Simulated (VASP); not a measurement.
# Tl (Im-3m) in VASP: further runs

Tl is run at these levels: PBE; tasks: single point, relaxation of cell and atoms.

All numbers are computed with VASP 6.6.1; they aren't measurements. Logs are shortened: lines on timing, memory, paths and dates and some standing lists are left out, and cuts for length are marked.

### Step 1. The cell of the first run

It takes space group Im-3m (No. 229, cubic). The conventional cell has a = 2.996 Å, b = 2.996 Å, c = 2.996 Å, α = 90.00°, β = 90.00°, γ = 90.00°. Within 3.4 Å of Tl (site symmetry m-3m) lie 14 Tl at 2.59 to 3.00 Å.

This isn't the form of Tl at room conditions, which is hcp.

### Step 2. Single point, PBE

The input, INCAR:

```
PREC = Accurate
ENCUT = 520
EDIFF = 1E-6
ISMEAR = -1
SIGMA = 0.1
LREAL = False
LASPH = True
NELM = 60
ALGO = Normal
ISIF = 2
LWAVE = False
LCHARG = True
GGA = PE
LELF = True
LVHAR = True
NBANDS = 12
```

The input, KPOINTS:

```
regular mesh
0
Gamma
  18 18 18
```

The input, POSCAR:

```
Tl
1.0
   -1.4980911975      1.4980911975      1.4980911975
    1.4980911975     -1.4980911975      1.4980911975
    1.4980911975      1.4980911975     -1.4980911975
Tl
1
Direct
    0.0000000000      0.0000000000      0.0000000000
```

Potentials or basis: VASP PAW PBE potentials, release 64 (Tl_d).

The run is started by

```sh
> cat potpaw_PBE.64/Tl_d/POTCAR > POTCAR
> mpirun -np 1 vasp_std > vasp.out
```

OUTCAR:

```text
PREC = Accurate
   ENCUT = 520
   EDIFF = 1E-6
   ISMEAR = -1
   LREAL = False
   LASPH = True
   NELM = 60
   ISIF = 2
   GGA = PE

 ion  position               nearest neighbor table
   1  0.000  0.000  0.000-

  LATTYP: Found a body centered cubic cell.
 ALAT       =     2.9961823950

  Lattice vectors:

 A1 = (  -1.4980911975,   1.4980911975,   1.4980911975)
 A2 = (   1.4980911975,  -1.4980911975,   1.4980911975)
 A3 = (   1.4980911975,   1.4980911975,  -1.4980911975)

Analysis of symmetry for initial positions (statically):
=====================================================================
 Subroutine PRICEL returns:
 Original cell was already a primitive cell.

 Routine SETGRP: Setting up the symmetry group for a
 body centered cubic supercell.

 Subroutine GETGRP returns: Found 48 space group operations
 (whereof 48 operations were pure point group operations)
 out of a pool of 48 trial point group operations.

The static configuration has the point symmetry O_h .

Analysis of symmetry for dynamics (positions and initial velocities):
=====================================================================
 Subroutine PRICEL returns:
 Original cell was already a primitive cell.

 Routine SETGRP: Setting up the symmetry group for a
 body centered cubic supercell.

 Subroutine GETGRP returns: Found 48 space group operations
 (whereof 48 operations were pure point group operations)
 out of a pool of 48 trial point group operations.

The dynamic configuration has the point symmetry O_h .

 Subroutine INISYM returns: Found 48 space group operations
 (whereof 48 operations are pure point group operations),
 and found     1 'primitive' translations

----------------------------------------------------------------------------------------

                                     Primitive cell

  volume of cell :      13.4485

  direct lattice vectors                    reciprocal lattice vectors
    -1.498091197  1.498091197  1.498091197     0.000000000  0.333758052  0.333758052
     1.498091197 -1.498091197  1.498091197     0.333758052  0.000000000  0.333758052
     1.498091197  1.498091197 -1.498091197     0.333758052  0.333758052  0.000000000

  length of vectors
     2.594770068  2.594770068  2.594770068     0.472005164  0.472005164  0.472005164

  position of ions in fractional coordinates (direct lattice)
     0.000000000  0.000000000  0.000000000

  ion indices of the primitive-cell ions
   primitive index   ion index
                 1           1

----------------------------------------------------------------------------------------

 KPOINTS: regular mesh

Automatic generation of k-mesh.
 Grid dimensions read from file:
 generate k-points for:   18   18   18

 Generating k-lattice:

  Cartesian coordinates                     Fractional coordinates (reciprocal lattice)
     0.000000000  0.018542114  0.018542114     0.055555556  0.000000000  0.000000000
     0.018542114  0.000000000  0.018542114     0.000000000  0.055555556  0.000000000
     0.018542114  0.018542114  0.000000000     0.000000000  0.000000000  0.055555556

  Length of vectors
     0.026222509  0.026222509  0.026222509

  Shift w.r.t. Gamma in fractional coordinates (k-lattice)
     0.000000000  0.000000000  0.000000000

 Subroutine IBZKPT returns following result:
 ===========================================

 Found    195 irreducible k-points:

 Following reciprocal coordinates:
            Coordinates               Weight
  0.000000  0.000000  0.000000      1.000000
  0.055556  0.000000  0.000000     12.000000
  0.111111  0.000000  0.000000     12.000000
  0.166667  0.000000  0.000000     12.000000
  0.222222  0.000000  0.000000     12.000000
  0.277778  0.000000  0.000000     12.000000
[... 16 lines left out ...]
  0.333333  0.111111 -0.000000     48.000000
  0.388889  0.111111 -0.000000     48.000000
 [... further k-points ...]
   k-points           NKPTS =    195   k-points in BZ     NKDIM =    195   number of bands    NBANDS=     12
   number of dos      NEDOS =    301   number of ions     NIONS =      1
   total plane-waves  NPLWV =   8000
   dimension x,y,z NGX =    20 NGY =   20 NGZ =   20
   dimension x,y,z NGXF=    40 NGYF=   40 NGZF=   40
   ions per type =               1
   NGX,Y,Z   is equivalent  to a cutoff of  12.81, 12.81, 12.81 a.u.
   NGXF,Y,Z  is equivalent  to a cutoff of  25.63, 25.63, 25.63 a.u.
 SYSTEM =  unknown system
   PREC   = accura    normal or accurate (medium, high low for compatibility)
   ISTART =      0    job   : 0-new  1-cont  2-samecut
   ICHARG =      2    charge: 1-file 2-atom 10-const
   ISPIN  =      1    spin polarized calculation?
   LNONCOLLINEAR =      F non collinear calculations
   LSORBIT =      F    spin-orbit coupling
   LASPH  =      T    aspherical Exc in radial PAW
   ENCUT  =  520.0 eV  38.22 Ry    6.18 a.u.   4.82  4.82  4.82*2*pi/ulx,y,z
   NELM   =     60;   NELMIN=  2; NELMDL= -5     # of ELM steps
   EDIFF  = 0.1E-05   stopping-criterion for ELM
   LREAL  =      F    real-space projection
   EDIFFG = 0.1E-04   stopping-criterion for IOM
   NSW    =      0    number of steps for IOM
   IBRION =     -1    ionic relax: 0-MD 1-quasi-New 2-CG
   NFREE  =      0    steps in history (QN), initial steepest desc. (CG)
   ISIF   =      2    stress and relaxation
   ISYM   =      2    0-nonsym 1-usesym 2-fastsym
   POTIM  = 0.5000    time-step for ionic-motion
   TEBEG  =    0.0;   TEEND  =   0.0 temperature during run
   PSTRESS=    0.0 pullay stress
   NELECT =      13.0000    total number of electrons
   NUPDOWN=      -1.0000    fix difference up-down
   EMIN   =  10.00;   EMAX   =-10.00  energy-range for DOS
   EFERMI =   0.00;   METHOD = LEGACY
   ISMEAR =    -1;   SIGMA  =   0.10  broadening in eV -4-tet -1-fermi 0-gaus
   EFERMI_NEDOS =   21; number of points for ismear=-14 and -15
   IALGO  =     38    algorithm
   IMIX   =      4    mixing-type and parameters
     AMIX     =   0.40;   BMIX     =  1.00
     AMIX_MAG =   1.60;   BMIX_MAG =  1.00
  volume/ion in A,a.u.               =      13.45        90.76
  Fermi-wavevector in a.u.,A,eV,Ry     =   1.618693  3.058885 35.649517  2.620166
  Thomas-Fermi vector in A             =   2.712914
   LORBIT       =      0    0 simple, 1 ext, 2 COOP (PROOUT), +10 PAW based schemes
   GGA     = PE    functional components
[... 5 lines left out ...]
 non-spin polarized calculation
  energy-cutoff  :      520.00
  volume of cell :       13.45
 maximum number of plane-waves:       372
   NGX =  9   NGY =  9   NGZ =  9

 number of electron      12.9999995 magnetization

 Free energy of the ion-electron system (eV)
  ---------------------------------------------------
  ext. energy  EPLUGINS =         0.00000000
  ---------------------------------------------------
  free energy    TOTEN  =         3.06828173 eV

  energy without entropy =        3.07986049  energy(sigma->0) =        3.07407111

 E-fermi :  19.6500     XC(G=0): -14.5377

 val. band max:       19.6111260798   @ k =   0.2778   0.1667   0.0556
 cond. band min:      19.6981809358   @ k =  -0.3889   0.5000   0.2778
 fundamental gap:      0.0870548560
 Fermi energy:        19.6499531748

 k-point     1 :       0.0000    0.0000    0.0000
  band No.  band energies     occupation
      1       0.8229      2.00000
      2       4.0568      2.00000
      3       4.0568      2.00000
      4       4.0568      2.00000
      5       6.1526      2.00000
      6       6.1526      2.00000
      7      31.0901      0.00000
      8      31.0901      0.00000
      9      31.0901      0.00000
     10      40.9612      0.00000
     11      40.9612      0.00000
     12      40.9612      0.00000

 k-point     2 :       0.0556    0.0000    0.0000
  band No.  band energies     occupation
      1       0.9576      2.00000
      2       4.0204      2.00000
      3       4.0665      2.00000
      4       4.1464      2.00000
      5       6.1089      2.00000
      6       6.1547      2.00000
      7      31.0763      0.00000
      8      31.1267      0.00000
      9      31.2562      0.00000
     10      39.0300      0.00000
     11      39.3291      0.00000
     12      40.4652      0.00000

 k-point     3 :       0.1111    0.0000    0.0000
  band No.  band energies     occupation
      1       1.3418      2.00000
      2       3.9167      2.00000
      3       4.1033      2.00000
      4       4.4098      2.00000
      5       6.0010      2.00000
      6       6.1620      2.00000
      7      30.8348      0.00000
      8      31.1304      0.00000
      9      31.7421      0.00000
     10      37.2392      0.00000
     11      37.4195      0.00000
     12      39.1124      0.00000

 k-point     4 :       0.1667    0.0000    0.0000
  band No.  band energies     occupation
      1       1.8888      2.00000
      2       3.7614      2.00000
      3       4.2235      2.00000
      4       4.8305      2.00000
      5       5.8859      2.00000
      6       6.1758      2.00000
      7      29.7524      0.00000
      8      30.8035      0.00000
      9      32.5116      0.00000
     10      35.8687      0.00000
     11      36.6830      0.00000
     12      37.2268      0.00000

 k-point     5 :       0.2222    0.0000    0.0000
  band No.  band energies     occupation
      1       2.3627      2.00000
      2       3.5763      2.00000
      3       4.6357      2.00000
      4       5.3785      2.00000
      5       5.8211      2.00000
      6       6.1972      2.00000
      7      27.5772      0.00000
      8      29.9945      0.00000
      9      33.5034      0.00000
     10      35.1380      0.00000
     11      35.6130      0.00000
     12      37.0040      0.00000

 k-point     6 :       0.2778    0.0000    0.0000
  band No.  band energies     occupation
      1       2.5089      2.00000
      2       3.3856      2.00000
      3       5.5842      2.00000
      4       5.8377      2.00000
      5       6.0081      2.00000
      6       6.2260      2.00000
      7      24.8705      0.00000
      8      28.9656      0.00000
      9      33.0924      0.00000
     10      34.6293      0.00000
     11      35.9382      0.00000
     12      38.1352      0.00000

 k-point     7 :       0.3333    0.0000    0.0000
  band No.  band energies     occupation
      1       2.4192      2.00000
      2       3.2116      2.00000
      3       5.8728      2.00000
      4       6.2586      2.00000
      5       6.6534      2.00000
      6       7.0407      2.00000
      7      22.0533      0.00000
      8      27.9997      0.00000
      9      31.2712      0.00000
     10      35.7691      0.00000
     11      36.4338      0.00000
     12      39.7980      0.00000

 k-point     8 :       0.3889    0.0000    0.0000
  band No.  band energies     occupation
      1       2.2698      2.00000
      2       3.0735      2.00000
      3       5.9449      2.00000
      4       6.2894      2.00000
      5       7.2275      2.00000
      6       8.7755      2.00000
      7      19.3266      1.92414
      8      27.2435      0.00000
      9      29.8250      0.00000
     10      36.7701      0.00000
     11      36.9383      0.00000
     12      39.5030      0.00000
[... 166 lines left out ...]
 k-point    20 :       0.1667    0.1111   -0.0000
  band No.  band energies     occupation
      1       2.6670      2.00000
      2       3.7012      2.00000
      3       4.0978      2.00000
      4       5.7190      2.00000
      5       5.9536      2.00000
      6       6.3546      2.00000
      7      27.6982      0.00000
      8      29.0146      0.00000
      9      32.2490      0.00000
     10      33.1475      0.00000
     11      37.1899      0.00000
     12      39.1562      0.00000

 k-point    21 :       0.2222    0.1111   -0.0000
  band No.  band energies     occupation
      1       2.7855      2.00000
      2       3.5063      2.00000
      3       4.6882      2.00000
      4       5.7291      2.00000
      5       6.2784      2.00000
      6       7.0848      2.00000
      7      24.9659      0.00000
      8      28.0754      0.00000
      9      30.9344      0.00000
     10      34.0550      0.00000
     11      38.0846      0.00000
     12      39.1669      0.00000

 k-point    22 :       0.2778    0.1111    0.0000
  band No.  band energies     occupation
      1       2.6769      2.00000
      2       3.3286      2.00000
      3       5.3916      2.00000
      4       5.8398      2.00000
      5       6.3980      2.00000
      6       8.3326      2.00000
      7      22.1681      0.00000
      8      27.1691      0.00000
      9      29.7199      0.00000
     10      35.0524      0.00000
     11      38.7750      0.00000
     12      39.1447      0.00000

 k-point    23 :       0.3333    0.1111   -0.0000
  band No.  band energies     occupation
      1       2.5216      2.00000
      2       3.1931      2.00000
      3       5.7523      2.00000
      4       6.0300      2.00000
      5       6.6991      2.00000
      6       9.8849      2.00000
      7      19.4721      1.71098
      8      26.4105      0.00000
      9      28.7204      0.00000
     10      35.9854      0.00000
     11      38.8680      0.00000
     12      39.1232      0.00000

 k-point    24 :       0.3889    0.1111   -0.0000
  band No.  band energies     occupation
      1       2.4033      2.00000
      2       3.1091      2.00000
      3       5.9041      2.00000
      4       6.0694      2.00000
      5       7.0959      2.00000
      6      11.6386      2.00000
      7      17.0289      2.00000
      8      25.8948      0.00000
      9      28.0684      0.00000
     10      36.7258      0.00000
     11      38.3893      0.00000
     12      39.3466      0.00000

 [... further k-points ...]

------------------------ aborting loop because EDIFF is reached ----------------------------------------

  FORCE on cell =-STRESS in cart. coord.  units (eV):
  Direction    XX          YY          ZZ          XY          YZ          ZX
  --------------------------------------------------------------------------------------
  -------------------------------------------------------------------------------------
  Total       19.3316209     19.3316209     19.3316209     -0.0000000      0.0000000     -0.0000000
  in kB     2303.0539062   2303.0539062   2303.0539062     -0.0000000      0.0000000     -0.0000000
  external PRESSURE =    2303.0539062 kB  Pullay stress =       0.0000000 kB

 VOLUME and BASIS-vectors are now :
 -----------------------------------------------------------------------------
  energy-cutoff  :      520.00
  volume of cell :       13.45
      direct lattice vectors                 reciprocal lattice vectors
    -1.498091197  1.498091197  1.498091197     0.000000000  0.333758052  0.333758052
     1.498091197 -1.498091197  1.498091197     0.333758052  0.000000000  0.333758052
     1.498091197  1.498091197 -1.498091197     0.333758052  0.333758052  0.000000000

 POSITION                                       TOTAL-FORCE (eV/Angst)
 -----------------------------------------------------------------------------------
      0.00000      0.00000      0.00000         0.000000      0.000000      0.000000
 -----------------------------------------------------------------------------------
    total drift:                                0.000000     -0.000000      0.000000

  FREE ENERGIE OF THE ION-ELECTRON SYSTEM (eV)
  ---------------------------------------------------
  free  energy   TOTEN  =         3.0682817305 eV

  energy  without entropy=        3.0798604945  energy(sigma->0) =        3.07407111
```

Run time: 41 s. Hardware: 1 thread of Intel Xeon 8259CL, shared host; peak memory 0.15 GiB.

Results:

| Quantity | Value |
| --- | --- |
| Free energy | 3.0683 eV |
| Pressure | 230.3 GPa |
| Band gap on the k mesh | zero (an odd number of electrons rules out a gap without spin polarisation) |

Levels at points of the mesh, in eV from the Fermi level:
```
           k point  band 3  band 4  band 5  band 6  band 7  band 8  band 9  band 10
(0.00, 0.00, 0.00)  -15.59  -15.59  -13.50  -13.50   11.44   11.44   11.44    21.31
(0.50, 0.00, 0.00)  -13.63  -13.33  -11.87   -7.95   -4.04    6.96    8.91    17.99
(0.50, 0.50, 0.50)  -12.28  -12.28  -12.28    0.09    0.09    0.09    4.43    10.46
```

Caveat: the cell stands under pressure; spin-orbit coupling is left out, which moves the levels of the heavy elements.

### Step 3. Single point, PBE

The input, INCAR:

```
SYSTEM = Tl
PREC = Accurate ; ENCUT = 520
EDIFF = 1E-6 ; ISMEAR = -1
SIGMA = 0.1 ; LREAL = .False.
LASPH = .True. ; NELM = 80
ALGO = Normal ; ISIF = 2
LWAVE = .False. ; LCHARG = .True.
GGA = PE ; LELF = .True.
LVHAR = .True. ; NBANDS = 12
```

The input, KPOINTS:

```
regular mesh
0
Gamma
  18 18 18
  0 0 0
```

The input, POSCAR:

```
Tl
1.0
   -1.4978792973      1.4978792973      1.4978792973
    1.4978792973     -1.4978792973      1.4978792973
    1.4978792973      1.4978792973     -1.4978792973
Tl
1
Direct
    0.0000000000      0.0000000000      0.0000000000
```

Potentials or basis: VASP PAW PBE potentials, release 64 (Tl_d).

The run is started by

```sh
> cat potpaw_PBE.64/Tl_d/POTCAR > POTCAR
> mpirun -np 1 vasp_std > vasp.out
```

It took 34 s on 1 thread of Intel Xeon 8259CL, shared host; peak memory 0.15 GiB.

It converged, with:

```yaml
Free_energy: 3.0765 eV
Pressure: 230.7 GPa
Band_gap_on_the_k_mesh: zero (an odd number of electrons rules out a gap without spin polarisation)
```

Levels at points of the mesh, in eV from the Fermi level:
| k point | band 2 | band 3 | band 4 | band 5 | band 6 | band 7 | band 8 | band 9 | band 10 | band 11 |
| --- | --- | --- | --- | --- | --- | --- | --- | --- | --- | --- |
| (0.00, 0.00, 0.00) | -15.60 | -15.60 | -15.60 | -13.50 | -13.50 | 11.44 | 11.44 | 11.44 | 21.32 | 21.32 |
| (0.50, 0.00, 0.00) | -16.70 | -13.63 | -13.33 | -11.87 | -7.96 | -4.04 | 6.95 | 8.91 | 18.00 | 18.07 |
| (0.50, 0.50, 0.50) | -17.43 | -12.28 | -12.28 | -12.28 | 0.09 | 0.09 | 0.09 | 4.44 | 10.47 | 10.47 |

Caveat: the cell stands under pressure; spin-orbit coupling is left out, which moves the levels of the heavy elements.

(Part 1 of 2 ends here.)
